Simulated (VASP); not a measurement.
Set up this calculation in VASP 6.6.1, as the native input.

- Task: single point
- Functional: PBE
- Potentials or basis: VASP PAW PBE potentials, release 64 (C, Pd)
- Cutoff: 520 eV
- k mesh: 2 × 2 × 1
- Occupations: gaussian, width 0.02 eV
- Spin: no spin polarisation
- Dipole correction: no
- Further INCAR settings: LREAL = Auto; ALGO = Normal; EDIFF = 1e-06; NBANDS = 56

The structure of PdC18 lies in POSCAR:

```
PdC18
1.0
    7.3980000000      0.0000000000      0.0000000000
   -3.6990000000      6.4068560000      0.0000000000
    0.0000000000      0.0000000000     13.0000000000
C Pd
18 1
Direct
    0.0021091068      0.0049673350      0.0781056923
    0.2226635448      0.1156479871      0.0770711538
    0.0013187230      0.3369972729      0.0729003077
    0.2227762878      0.4487410049      0.0748103846
    0.0017726726      0.6697164725      0.0762730769
    0.2227404783      0.7821881747      0.0748353846
    0.3345160206      0.0038017087      0.0761923077
    0.5561268750      0.1155727552      0.0748345385
    0.3333450325      0.3362045284      0.0780999231
    0.5551509422      0.4469707139      0.0827008462
    0.3341975373      0.6705299760      0.0740327692
    0.5547013999      0.7836125863      0.0759156923
    0.6677872140      0.0041180885      0.0740343846
    0.8895746393      0.1155385731      0.0748133077
    0.6686010483      0.3365435402      0.0762696154
    0.8897102842      0.4486052129      0.0728916154
    0.6669492797      0.6713611169      0.0831381538
    0.8913385147      0.7831593218      0.0827080000
    0.6972487065      0.6410651340      0.2415268462
```

The input as run:

INCAR

```
SYSTEM = PdC18
PREC = Accurate
ENCUT = 520
EDIFF = 1E-6
ISMEAR = 0
SIGMA = 0.02
LREAL = Auto
LASPH = .TRUE.
NELM = 80
ALGO = Normal
ISIF = 2
LWAVE = .FALSE.
LCHARG = .FALSE.
GGA = PE
NBANDS = 56
```

KPOINTS

```
Automatic mesh
0
G
  2 2 1
  0 0 0
```

Potentials or basis: VASP PAW PBE potentials, release 64 (C, Pd).

Command:

```sh
$ cat potpaw_PBE.64/C/POTCAR potpaw_PBE.64/Pd/POTCAR > POTCAR
$ mpirun -np 1 vasp_std > vasp.out
```

Results of the run:

- Largest force: 0.028 eV/Å
- Band gap on the k mesh: 0.18 eV, direct

Caveat: the k points lie up to 0.49 Å⁻¹ apart.

Wall time 3.8 min on 1 thread of AMD EPYC 7R43 64-Core Processor (Zen 3) (shared host), peak memory 0.57 GiB.
